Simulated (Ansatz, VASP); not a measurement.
Two plane-wave programs on SiN2

File INCAR:

```
ALGO = Normal ; EDIFF = 1E-7
ENCUT = 520 ; GGA = PE
ISIF = 2 ; ISMEAR = 0
LASPH = T ; LCHARG = F
LREAL = F ; LWAVE = F
NBANDS = 23 ; NELM = 100
PREC = Accurate ; SIGMA = 0.1
```

The input KPOINTS:

```
k-points
0
Gamma
  12 12 2
```

The input POSCAR:

```
SiN2
1.0
    2.5287595476      0.0000000000      0.0000000000
   -1.2643797738      2.1899700083      0.0000000000
    0.0000000000      0.0000000000      9.8358376730
Si N
2 4
Direct
    0.3333333333      0.6666666667      0.2500000000
    0.6666666667      0.3333333333      0.7500000000
    0.3333333333      0.6666666667      0.6275000000
    0.6666666667      0.3333333333      0.1275000000
    0.3333333333      0.6666666667      0.8725000000
    0.6666666667      0.3333333333      0.3725000000
```

Input for Ansatz:

```yaml
crystal:
  lattice:
    - [2.5287595476, 0.0, 0.0]
    - [-1.2643797738, 2.1899700083, 0.0]
    - [0.0, 0.0, 9.835837673]
  atoms:
    - { symbol: Si, position: [0.3333333333, 0.6666666667, 0.25] }
    - { symbol: Si, position: [0.6666666667, 0.3333333333, 0.75] }
    - { symbol: "N", position: [0.3333333333, 0.6666666667, 0.6275] }
    - { symbol: "N", position: [0.6666666667, 0.3333333333, 0.1275] }
    - { symbol: "N", position: [0.3333333333, 0.6666666667, 0.8725] }
    - { symbol: "N", position: [0.6666666667, 0.3333333333, 0.3725] }
basis:
  ecutwfc: 420
kpoints:
  mp_grid: { grid: [12, 12, 2] }
hamiltonian:
  xc: pbe
scf:
  occupations: { method: gaussian, width: 0.1 }
  lower_state_search: "off"
output:
  forces: true
  stress: true
  eigenvalues: true
```

Alike in both runs: task single point; functional PBE; k mesh 12 × 12 × 2; occupations gaussian, width 0.1 eV; no spin polarisation.

|  | VASP | Ansatz |
| --- | --- | --- |
| version | VASP 6.6.1 | Ansatz 0.2.0 |
| potentials or method | VASP PAW PBE potentials, release 64 (Si, N), cutoff 520 eV | scalar-relativistic, plane waves, PAW |
| valence electrons in the cell | 28 | 28 |

VASP gave:

* gap on the k mesh at the Fermi level (eV): none
* pressure (GPa): 20.3
* traceless stress, the component that is largest in VASP (GPa): -57.05
* rms of the force components (eV/Å): 1.265

Task: What did Ansatz give for the same quantities?

Result: gap on the k mesh at the Fermi level (eV): none; pressure (GPa): 20.2; traceless stress, the component that is largest in VASP (GPa): -56.85; rms of the force components (eV/Å): 1.270.

Atom by atom the forces differ by 0.005 eV/Å (rms over components). A gap of «none» marks a metal or a gap that the smearing closes.
